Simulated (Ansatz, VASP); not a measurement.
Li2Se: VASP beside Ansatz

Contents of INCAR:

```
PREC = Accurate
ENCUT = 750
EDIFF = 1E-6
ISMEAR = 0
SIGMA = 0.01
LREAL = False
LASPH = True
NELM = 120
ALGO = Normal
ISIF = 2
LWAVE = False
LCHARG = True
GGA = PE
LELF = True
LVHAR = True
NBANDS = 13
GGA_COMPAT = False
```

The input KPOINTS:

```
regular mesh
0
Gamma
  6 6 6
```

File POSCAR:

```
Li2Se
1.0
    0.0000000000      3.0034325905      3.0034325905
    3.0034325905      0.0000000000      3.0034325905
    3.0034325905      3.0034325905      0.0000000000
Se Li
1 2
Direct
    0.0000000000      0.0000000000      0.0000000000
    0.2500000000      0.2500000000      0.2500000000
    0.7500000000      0.7500000000      0.7500000000
```

Input for Ansatz:

```yaml
crystal:
  lattice:
    - [0.0, 3.0034325905, 3.0034325905]
    - [3.0034325905, 0.0, 3.0034325905]
    - [3.0034325905, 3.0034325905, 0.0]
  atoms:
    - { symbol: Se, position: [0.0, 0.0, 0.0] }
    - { symbol: Li, position: [0.25, 0.25, 0.25] }
    - { symbol: Li, position: [0.75, 0.75, 0.75] }
kpoints:
  mp_grid: { grid: [6, 6, 6] }
hamiltonian:
  xc: pbe
scf:
  occupations: { method: fixed }
  n_extra_bands: 4
output:
  forces: true
  stress: true
  eigenvalues: true
```

Alike in both runs: task single point; functional PBE; k mesh 6 × 6 × 6; no spin polarisation.

|  | VASP | Ansatz |
| --- | --- | --- |
| version | VASP 6.6.1 | Ansatz 0.2.0 |
| potentials or method | VASP PAW PBE potentials, release 64 (Se, Li_sv) | plane waves, PAW |
| plane-wave cutoff (eV) | 750 | 420 |
| occupations | gaussian, width 0.01 eV | fixed |
| valence electrons in the cell | 12 | 22 |

Ansatz gave:

| Property | Result |
| --- | --- |
| gap on the k mesh at the Fermi level (eV) | 2.98 |
| pressure (GPa) | 0.0 |

**Question.** Which values does VASP return?

**Answer.** gap on the k mesh at the Fermi level (eV): 2.98; pressure (GPa): -0.1.

VASP's potentials hold 12 valence electrons a cell and Ansatz's 22, so a difference there can come from the potentials and not from the codes.
